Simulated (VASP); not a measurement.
# Ta (Cmcm) in VASP: a series of runs, part 2 of 2

VASP 6.6.1. The steps go on from the part before.

**3. Single point, PBEsol (atoms displaced along a vibrational mode)**

INCAR

```
PREC     = Accurate       # precision mode
ENCUT    = 520            # plane-wave cutoff, eV
EDIFF    = 1E-7           # SCF threshold, eV
ISMEAR   = 0              # smearing method
SIGMA    = 0.15           # smearing width, eV
LREAL    = F              # projectors in reciprocal space
LASPH    = T              # aspherical terms in the spheres
NELM     = 60             # most SCF steps
ALGO     = Fast           # electronic algorithm
ISIF     = 2              # what is computed and relaxed
LWAVE    = F              # write WAVECAR
LCHARG   = F              # write CHGCAR
GGA      = PS             # functional
NBANDS   = 18             # bands
```

KPOINTS

```
Automatic mesh
0
Gamma
  22 22 14
```

POSCAR

```
Ta
1.0
   -1.6402597622      1.6402597622      1.6402597622
    1.6402597622     -1.6402597622      1.6402597622
    3.2805195245      3.2805195245      0.0000000000
Ta
2
Direct
    0.0228622325      0.0228622325      0.0000000000
    0.4771377675      0.4771377675      0.5000000000
```

Potentials or basis: VASP PAW PBE potentials, release 64 (Ta_pv).

On the command line:

```
> cat potpaw_PBE.64/Ta_pv/POTCAR > POTCAR
> mpirun -np 1 vasp_std > vasp.out
```

OUTCAR:

```text
PREC = Accurate
   ENCUT = 520
   EDIFF = 1E-7
   ISMEAR = 0
   LREAL = F
   LASPH = T
   NELM = 60
   ISIF = 2
   GGA = PS

 ion  position               nearest neighbor table
   1  0.023  0.023  0.000-   2 2.76   2 2.76   2 2.93   2 2.93   2 3.28   2 3.28   2 3.28   2 3.28

   2  0.477  0.477  0.500-   1 2.76   1 2.76   1 2.93   1 2.93   1 3.28   1 3.28   1 3.28   1 3.28

  LATTYP: Found a base centered orthorhombic cell.
 ALAT       =     3.2805195244
 B/A-ratio  =     1.4142135624
 C/A-ratio  =     1.4142135624

  Lattice vectors:

 A1 = (  -1.6402597622,   1.6402597622,   1.6402597622)
 A2 = (   1.6402597622,  -1.6402597622,   1.6402597622)
 A3 = (   3.2805195245,   3.2805195245,   0.0000000000)

Analysis of symmetry for initial positions (statically):
=====================================================================
 Subroutine PRICEL returns:
 Original cell was already a primitive cell.

 Routine SETGRP: Setting up the symmetry group for a
 base centered orthorhombic supercell.

 Subroutine GETGRP returns: Found  8 space group operations
 (whereof  4 operations were pure point group operations)
 out of a pool of  8 trial point group operations.

The static configuration has the point symmetry C_2v.
 The point group associated with its full space group is D_2h.

Analysis of symmetry for dynamics (positions and initial velocities):
=====================================================================
 Subroutine PRICEL returns:
 Original cell was already a primitive cell.

 Routine SETGRP: Setting up the symmetry group for a
 base centered orthorhombic supercell.

 Subroutine GETGRP returns: Found  8 space group operations
 (whereof  4 operations were pure point group operations)
 out of a pool of  8 trial point group operations.

The dynamic configuration has the point symmetry C_2v.
 The point group associated with its full space group is D_2h.
[... 109 lines left out ...]
   PSTRESS=    0.0 pullay stress
   NELECT =      22.0000    total number of electrons
   NUPDOWN=      -1.0000    fix difference up-down
   EMIN   =  10.00;   EMAX   =-10.00  energy-range for DOS
   EFERMI =   0.00;   METHOD = LEGACY
   ISMEAR =     0;   SIGMA  =   0.15  broadening in eV -4-tet -1-fermi 0-gaus
   EFERMI_NEDOS =   21; number of points for ismear=-14 and -15
   IALGO  =     68    algorithm
   IMIX   =      4    mixing-type and parameters
     AMIX     =   0.40;   BMIX     =  1.00
     AMIX_MAG =   1.60;   BMIX_MAG =  1.00
  volume/ion in A,a.u.               =      17.65       119.12
  Fermi-wavevector in a.u.,A,eV,Ry     =   1.398320  2.642441 26.603439  1.955298
  Thomas-Fermi vector in A             =   2.521489
   LORBIT       =      0    0 simple, 1 ext, 2 COOP (PROOUT), +10 PAW based schemes
   GGA     = PS    functional components
   LHFCALC =     F    Hartree Fock is set to
   AEXX    =    0.0000 exact exchange contribution
   IVDW    =     0    specifies the selected vdW correction
   LEPSILON=     F    determine dielectric tensor
   LRPA    =     F    only Hartree local field effects (RPA)
 non-spin polarized calculation
 RMM-DIIS sequential band-by-band and
 Gauss-broadening in eV      SIGMA  =   0.15
  energy-cutoff  :      520.00
  volume of cell :       35.30
 maximum number of plane-waves:       970
 NGX is ok and might be reduce to    24
   NGX = 11   NGY = 11   NGZ = 17

 number of electron      22.0000004 magnetization

 Free energy of the ion-electron system (eV)
  ---------------------------------------------------
  ext. energy  EPLUGINS =         0.00000000
  ---------------------------------------------------
  free energy    TOTEN  =       -25.03814709 eV

  energy without entropy =      -25.00730827  energy(sigma->0) =      -25.02272768

 E-fermi :   5.4978     XC(G=0): -12.8291

 val. band max:        5.4964668361   @ k =   0.2727   0.1364   0.1429
 cond. band min:       5.4982534770   @ k =  -0.1818   0.1818   0.4286
 fundamental gap:      0.0017866409
 Fermi energy:         5.4977964290

 k-point     1 :       0.0000    0.0000    0.0000
  band No.  band energies     occupation
      1     -28.7539      2.00000
      2     -27.8665      2.00000
      3     -27.4689      2.00000
      4     -27.4599      2.00000
      5     -27.4589      2.00000
      6     -27.4425      2.00000
[... 481 lines left out ...]
      5     -27.6123      2.00000
      6     -27.5920      2.00000
[... 10 lines left out ...]
     17      12.7912      0.00000
     18      15.2201      0.00000

 [... further k-points ...]
[... 5 lines left out ...]
  --------------------------------------------------------------------------------------
  -------------------------------------------------------------------------------------
  Total        0.2493824      0.2493824      0.0278238      0.1735424     -0.0000000      0.0000000
  in kB       11.3174498     11.3174498      1.2626971      7.8756833     -0.0000000      0.0000000
  external PRESSURE =       7.9658656 kB  Pullay stress =       0.0000000 kB

 VOLUME and BASIS-vectors are now :
 -----------------------------------------------------------------------------
  energy-cutoff  :      520.00
  volume of cell :       35.30
      direct lattice vectors                 reciprocal lattice vectors
    -1.640259762  1.640259762  1.640259762    -0.152414883  0.152414883  0.304829766
     1.640259762 -1.640259762  1.640259762     0.152414883 -0.152414883  0.304829766
     3.280519524  3.280519524  0.000000000     0.152414883  0.152414883  0.000000000

 POSITION                                       TOTAL-FORCE (eV/Angst)
 -----------------------------------------------------------------------------------
      0.00000      0.00000      0.07500        -0.000000     -0.000000     -1.005111
      1.64026      1.64026      1.56526         0.000000      0.000000      1.005111
 -----------------------------------------------------------------------------------
    total drift:                               -0.000000     -0.000000      0.000000

  FREE ENERGIE OF THE ION-ELECTRON SYSTEM (eV)
  ---------------------------------------------------
  free  energy   TOTEN  =       -25.0381470894 eV

  energy  without entropy=      -25.0073082681  energy(sigma->0) =      -25.02272768
```

OSZICAR:

```text
N       E                     dE             d eps       ncg     rms          rms(c)
DAV:   1     0.169609599482E+03    0.16961E+03   -0.12441E+04 38304   0.127E+03
DAV:   2    -0.217549018333E+02   -0.19136E+03   -0.18812E+03 47604   0.360E+02
DAV:   3    -0.259922193646E+02   -0.42373E+01   -0.41776E+01 44468   0.503E+01
DAV:   4    -0.260228108146E+02   -0.30591E-01   -0.30547E-01 42850   0.446E+00
DAV:   5    -0.260230301707E+02   -0.21936E-03   -0.21935E-03 42610   0.361E-01    0.202E+01
RMM:   6    -0.252656713181E+02    0.75736E+00   -0.70616E-01 39080   0.622E+00    0.986E+00
RMM:   7    -0.250379377327E+02    0.22773E+00   -0.83936E-01 42312   0.626E+00    0.468E-01
RMM:   8    -0.250375778226E+02    0.35991E-03   -0.41787E-02 46472   0.155E+00    0.510E-01
RMM:   9    -0.250384827406E+02   -0.90492E-03   -0.90088E-03 48017   0.588E-01    0.266E-01
RMM:  10    -0.250381460124E+02    0.33673E-03   -0.23839E-03 41837   0.372E-01    0.950E-02
RMM:  11    -0.250381405265E+02    0.54858E-05   -0.22220E-04 49974   0.125E-01    0.205E-02
RMM:  12    -0.250381458359E+02   -0.53093E-05   -0.46672E-05 52086   0.513E-02    0.192E-02
RMM:  13    -0.250381463935E+02   -0.55760E-06   -0.62774E-06 52374   0.160E-02    0.157E-02
RMM:  14    -0.250381480875E+02   -0.16941E-05   -0.60054E-06 41786   0.179E-02    0.175E-02
RMM:  15    -0.250381468856E+02    0.12020E-05   -0.16569E-06 41537   0.101E-02    0.462E-03
RMM:  16    -0.250381470917E+02   -0.20615E-06   -0.25780E-07 33105   0.332E-03    0.723E-04
RMM:  17    -0.250381470894E+02    0.23238E-08   -0.30749E-08 22635   0.115E-03
   1 F= -.25038147E+02 E0= -.25022728E+02  d E =-.308388E-01
```

stdout:

```text
POSCAR found type information on POSCAR Ta
 POSCAR found :  1 types and       2 ions
 scaLAPACK will be used
 -----------------------------------------------------------------------------
|                                                                             |
|                                                                             |
|     You enforced a specific xc type in the INCAR file but a different       |
|     I HOPE YOU KNOW WHAT YOU ARE DOING!                                     |
|                                                                             |
 -----------------------------------------------------------------------------

 LDA part: xc-table for (Slater+PW92), standard interpolation
 POSCAR, INCAR and KPOINTS ok, starting setup
 FFT: planning ... GRIDC
 FFT: planning ... GRID_SOFT
 FFT: planning ... GRID
 WAVECAR not read
 entering main loop
WARNING in EDDRMM: call to ZHEGV failed, returncode =   8  4     17
 num prob  num prob WARNING in EDDRMM: call to ZHEGV failed, returncode =   8  4     16
```

It took 4.4 min on 1 thread of Intel Xeon 6975P-C (Granite Rapids), shared host; peak memory 0.61 GiB.

Results:

| Item | Value |
| --- | --- |
| Free energy | -25.0381 eV |
| Pressure | 0.8 GPa |
| Largest force | 1.005 eV/Å |
| Band gap on the k mesh | zero (bands 11 and 12 overlap by 3.01 eV) |

Forces on the atoms (eV/Å):
```
Ta   0.000  0.000 -1.005
Ta   0.000  0.000  1.005
```

Stress tensor (GPa, compression positive):
```
1.13 0.79 0.00
0.79 1.13 0.00
0.00 0.00 0.13
```

Caveat: the cell differs from its parent crystal (atoms displaced along a vibrational mode); the PAW data sets were made with another functional, which shifts forces and pressure a little; spin-orbit coupling is left out, which moves the levels of the heavy elements.
